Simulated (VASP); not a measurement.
Wanted: the native input for a VASP 6.6.1 run.

* Task: electric field gradients
* Functional: PBEsol
* Potentials or basis: VASP PAW PBE potentials, release 64 (In_d)
* Cutoff: 520 eV
* k mesh: 14 × 14 × 14
* Occupations: fermi-dirac, width 0.05 eV
* Spin: no spin polarisation
* Dipole correction: no
* Further INCAR settings: ALGO = Normal; EDIFF = 1e-08; NBANDS = 26

The structure of In lies in POSCAR:

```
In
1.0
    1.6751838235      0.9671678314      8.2347307701
   -1.6751838235      0.9671678314      8.2347307701
    0.0000000000     -1.9343356629      8.2347307701
In
3
Direct
    0.0000000000      0.0000000000      0.0000000000
    0.7780122400      0.7780122400      0.7780122400
    0.2219877600      0.2219877600      0.2219877600
```

One way to write it, as run:

INCAR

```
SYSTEM = In
PREC = Accurate
ENCUT = 520
EDIFF = 1E-8
ISMEAR = -1
SIGMA = 0.05
LREAL = .False.
LASPH = .True.
NELM = 60
ALGO = Normal
ISIF = 2
LWAVE = .False.
LCHARG = .False.
GGA = PS
LEFG = .True.
NBANDS = 26
```

KPOINTS

```
regular mesh
0
Gamma
  14 14 14
  0 0 0
```

Potentials or basis: VASP PAW PBE potentials, release 64 (In_d).

The run is started by

```console
$ cat potpaw_PBE.64/In_d/POTCAR > POTCAR
$ mpirun -np 1 vasp_std > vasp.out
```

Results of the run:

* Pressure: -1.6 GPa
* Largest force: 0.011 eV/Å
* Band gap on the k mesh: zero (an odd number of electrons rules out a gap without spin polarisation)
* Largest electric field gradient by atom: In +2.5, -4.5 (each value once) V/Å²

Caveat: without QUAD_EFG the Cq values of the log hold for a quadrupole moment of 1 mb, not for the nuclei; the PAW data sets were made with another functional, which shifts forces and pressure a little; spin-orbit coupling is left out, which moves the levels of the heavy elements.

Run time: 27 min on 1 thread of Intel(R) Xeon(R) 6975P-C (Granite Rapids), on a shared host, peak memory 0.8 GiB.
